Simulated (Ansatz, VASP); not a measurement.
# Two plane-wave programs on NaCuH3

File INCAR:

```
PREC = Accurate ; ENCUT = 600
EDIFF = 1E-6 ; ISMEAR = 0
SIGMA = 0.1 ; LREAL = F
LASPH = T ; NELM = 100
ALGO = Fast ; ISIF = 3
LWAVE = F ; LCHARG = F
GGA = PE ; IBRION = 2
NSW = 100 ; EDIFFG = -0.01
```

KPOINTS

```
regular mesh
0
Gamma
  10 10 10
```

POSCAR

```
NaCuH3
1.0
    3.5038290346      0.0000000000      0.0000000000
    0.0000000000      3.5038290346      0.0000000000
    0.0000000000      0.0000000000      3.5038290346
Na Cu H
1 1 3
Direct
    0.0000000000      0.0000000000      0.0000000000
    0.5000000000      0.5000000000      0.5000000000
    0.0000000000      0.5000000000      0.5000000000
    0.5000000000      0.0000000000      0.5000000000
    0.5000000000      0.5000000000      0.0000000000
```

Input for Ansatz:

```yaml
crystal:
  lattice:
    - [3.5038290346, 0.0, 0.0]
    - [0.0, 3.5038290346, 0.0]
    - [0.0, 0.0, 3.5038290346]
  atoms:
    - { symbol: Na, position: [0.0, 0.0, 0.0] }
    - { symbol: Cu, position: [0.5, 0.5, 0.5] }
    - { symbol: H, position: [0.0, 0.5, 0.5] }
    - { symbol: H, position: [0.5, 0.0, 0.5] }
    - { symbol: H, position: [0.5, 0.5, 0.0] }
basis:
  ecutwfc: 420
kpoints:
  mp_grid: { grid: [10, 10, 10] }
hamiltonian:
  xc: pbe
scf:
  occupations: { method: gaussian, width: 0.1 }
output:
  forces: true
  stress: true
  eigenvalues: true
relax:
  adjacent_minimum: "off"
  f_tol: 0.01
  max_steps: 80
  cell: { stress_tol: 0.05 }
```

Alike in both runs: task relaxation of cell and atoms; functional PBE; k mesh 10 × 10 × 10; occupations gaussian, width 0.1 eV; no spin polarisation.

```csv
,VASP,Ansatz
version,VASP 6.6.1,Ansatz 0.2.0
potentials or method,"VASP PAW PBE potentials, release 64 (Na_pv, Cu, H), cutoff 600 eV","scalar-relativistic, plane waves, PAW"
valence electrons in the cell,21,31
```

Ansatz gave:

| Item | Value |
| --- | --- |
| gap on the k mesh at the Fermi level, each at its own relaxed structure (eV) | none |
| relaxed volume (Å³/atom) | 8.60 |
| relaxed length of the cell vector where the two differ most in proportion (Å) | 3.504 |

Question: What did VASP give for the same quantities?

Answer: gap on the k mesh at the Fermi level, each at its own relaxed structure (eV): none; relaxed volume (Å³/atom): 8.65; relaxed length of the cell vector where the two differ most in proportion (Å): 3.510.

A gap of «none» marks a metal or a gap that the smearing closes. VASP's potentials hold 21 valence electrons a cell and Ansatz's 31, so a difference there can come from the potentials and not from the codes.
